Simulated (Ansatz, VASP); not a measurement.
## One calculation of Te, two programs

```
Te
1.0
    -1.79154    1.79154    1.79154
     1.79154   -1.79154    1.79154
     1.79154    1.79154   -1.79154
Te
1
Direct
  0.00000 0.00000 0.00000
```

Change from the starting cell: volume scaled by 0.85, LAPW.

Alike in both runs: task single point; functional PBEsol; k mesh 15 × 15 × 15; occupations fermi-dirac, width 0.05 eV; no spin polarisation.

```csv
,VASP,Ansatz
version,VASP 6.6.1,Ansatz 0.2.0
potentials or method,"VASP PAW PBE potentials, release 64 (Te), cutoff 520 eV","all-electron LAPW, scalar-relativistic"
```

|  | VASP | Ansatz | Ansatz less VASP |
| --- | --- | --- | --- |
| pressure (GPa) | 15.4 | 15.4 | -0.07 |

VASP's potentials were made for PBE, not for PBEsol. Ansatz ran all-electron here, and VASP with PAW potentials.

Spin-orbit coupling is off throughout.
